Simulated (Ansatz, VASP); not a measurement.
CdSe4 in VASP and in Ansatz

```xyz
5
Lattice="5.0643 0.0000 0.0000 0.0000 5.0643 0.0000 0.0000 0.0000 5.0643" Properties=species:S:1:pos:R:3 pbc="T T T"
Cd    0.0000    0.0000    0.0000
Se    1.5485    1.5485    1.5485
Se    3.5157    3.5157    1.5485
Se    1.5485    3.5157    3.5157
Se    3.5157    1.5485    3.5157
```

Change from the starting cell: species swapped into the SnI4 type (P-43m, No. 215).

Alike in both runs: functional PBE; k mesh 8 × 8 × 8; occupations gaussian, width 0.1 eV; no spin polarisation.

Ansatz relaxed the structure, and its values are those at the end. VASP's run is a single point on that final structure, the one shown.

|  | VASP | Ansatz |
| --- | --- | --- |
| version | VASP 6.6.1 | Ansatz 0.2.0 |
| potentials or method | VASP PAW PBE potentials, release 64 (Cd, Se), cutoff 520 eV | scalar-relativistic, plane waves, PAW |
| valence electrons in the cell | 36 | 84 |

VASP gave:

| Property | Result |
| --- | --- |
| gap on the k mesh at the Fermi level (eV) | none |
| pressure (GPa) | 0.1 |
| rms of the force components (eV/Å) | 0.013 |

Problem. Estimate Ansatz's values.

Solution. gap on the k mesh at the Fermi level (eV): none; pressure (GPa): 0.0; rms of the force components (eV/Å): 0.000.

A gap of «none» marks a metal or a gap that the smearing closes. VASP's potentials hold 36 valence electrons a cell and Ansatz's 84, so a difference there can come from the potentials and not from the codes.
